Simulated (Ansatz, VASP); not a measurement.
**One calculation of Ti2BN3, two programs**

Contents of INCAR:

```
SYSTEM = Ti2BN3
ALGO = Normal ; EDIFF = 1E-6
EDIFFG = -0.01 ; ENCUT = 600
GGA = PE ; IBRION = 2
ISIF = 3 ; ISMEAR = 0
LASPH = .TRUE. ; LCHARG = .FALSE.
LREAL = .FALSE. ; LWAVE = .FALSE.
NELM = 80 ; NSW = 100
PREC = Accurate ; SIGMA = 0.1
```

File KPOINTS:

```
k-points
0
G
  12 12 12
  0 0 0
```

POSCAR

```
Ti2BN3
1.0
    4.9051563800      0.0000000000      0.0000000000
   -2.4525781900      4.2479900300      0.0000000000
    0.0000000000      0.0000000000      2.9630827500
Ti B N
2 1 3
Direct
    0.3333333300      0.6666666700      0.0000000000
    0.6666666700      0.3333333300      0.0000000000
    0.0000000000      0.0000000000      0.0000000000
    0.5000000000      0.0000000000      0.5000000000
    0.5000000000      0.5000000000      0.5000000000
    0.0000000000      0.5000000000      0.5000000000
```

Input for Ansatz:

```yaml
crystal:
  lattice:
    - [4.90515638, 0.0, 0.0]
    - [-2.45257819, 4.24799003, 0.0]
    - [0.0, 0.0, 2.96308275]
  atoms:
    - { symbol: Ti, position: [0.33333333, 0.66666667, 0.0] }
    - { symbol: Ti, position: [0.66666667, 0.33333333, 0.0] }
    - { symbol: B, position: [0.0, 0.0, 0.0] }
    - { symbol: "N", position: [0.5, 0.0, 0.5] }
    - { symbol: "N", position: [0.5, 0.5, 0.5] }
    - { symbol: "N", position: [0.0, 0.5, 0.5] }
basis:
  ecutwfc: 420
kpoints:
  mp_grid: { grid: [12, 12, 12] }
hamiltonian:
  xc: pbe
scf:
  occupations: { method: gaussian, width: 0.1 }
output:
  forces: true
  stress: true
  eigenvalues: true
relax:
  adjacent_minimum: "off"
  f_tol: 0.01
  max_steps: 80
  cell: { stress_tol: 0.05 }
```

Change from the starting cell: species swapped into the ErCo3B2 type (P6/mmm, No. 191).

Alike in both runs: task relaxation of cell and atoms; functional PBE; k mesh 12 × 12 × 12; occupations gaussian, width 0.1 eV; no spin polarisation.

|  | VASP | Ansatz |
| --- | --- | --- |
| version | VASP 6.6.1 | Ansatz 0.2.0 |
| potentials or method | VASP PAW PBE potentials, release 64 (Ti_sv, B, N), cutoff 600 eV | scalar-relativistic, plane waves, PAW |
| valence electrons in the cell | 42 | 42 |

```csv
,VASP,Ansatz,Ansatz less VASP
"gap on the k mesh at the Fermi level, each at its own relaxed structure (eV)",none,none,-
relaxed volume (Å³/atom),10.91,10.91,-0.005
relaxed cell length with the largest relative difference (Å),2.721,2.719,-0.0021
```

A gap of «none» marks a metal or a gap that the smearing closes.
